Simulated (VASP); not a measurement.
Wanted: the native input for a VASP 6.6.1 run.

```yaml
Task: single point
Functional: PBE
Potentials_or_basis: VASP PAW PBE potentials, release 64 (Mg, F)
Cutoff: 520 eV
k_mesh: 6 × 6 × 4
Occupations: gaussian, width 0.1 eV
Spin: collinear spin
Starting_moments: "[0.0, 1.0, 1.0, 1.0] μB"
Dipole_correction: no
Further_INCAR_settings: ALGO = Normal; EDIFF = 1e-07; NBANDS = 24
```

The structure of MgF3 lies in POSCAR:

```
MgF3
1.0
    2.9505743015      0.0000000023      0.0000000000
   -1.4752871528      2.5552722997      0.0000000000
    0.0000000000      0.0000000000      7.9243223284
Mg F
1 3
Direct
    0.6666666667      0.3333333333      0.5000000000
    0.0000000000      0.0000000000      0.0000000000
    0.3333333333      0.6666666667      0.6432966299
    0.3333333333      0.6666666667      0.3567033701
```

The cell was generated, and may not be a known phase.

The input as run:

INCAR

```
SYSTEM = MgF3
  PREC = Accurate
  ENCUT = 520
  EDIFF = 1E-7
  ISMEAR = 0
  SIGMA = 0.1
  LREAL = .FALSE.
  LASPH = .TRUE.
  NELM = 150
  ALGO = Normal
  ISIF = 2
  LWAVE = .FALSE.
  LCHARG = .FALSE.
  ISPIN = 2
  MAGMOM = 0 1 1 1
  LORBIT = 11
  GGA = PE
  NBANDS = 24
```

KPOINTS

```
Automatic mesh
0
G
  6 6 4
  0 0 0
```

Potentials or basis: VASP PAW PBE potentials, release 64 (Mg, F).

Command:

```console
$ cat potpaw_PBE.64/Mg/POTCAR potpaw_PBE.64/F/POTCAR > POTCAR
$ mpirun -np 1 vasp_std > vasp.out
```

It gave:

```
Pressure                                              : -0.4 GPa
Largest force                                         : 0.031 eV/Å
Band gap on the k mesh                                : zero (filled and empty bands overlap)
Net moment                                            : 1.00 μB per cell
Site moments                                          : Mg -0.00; F +0.86, +0.01 (each value once) μB
Valence electrons inside the program's atomic spheres : Mg 0.35; F 5.75, 6.12 (each value once)
```

Caveat: the k points lie up to 0.41 Å⁻¹ apart, too coarse for converged energies and pressures of a metal.

Wall time 3.2 min on 1 thread of Intel Xeon 8259CL, on a shared host, peak memory 0.22 GiB.
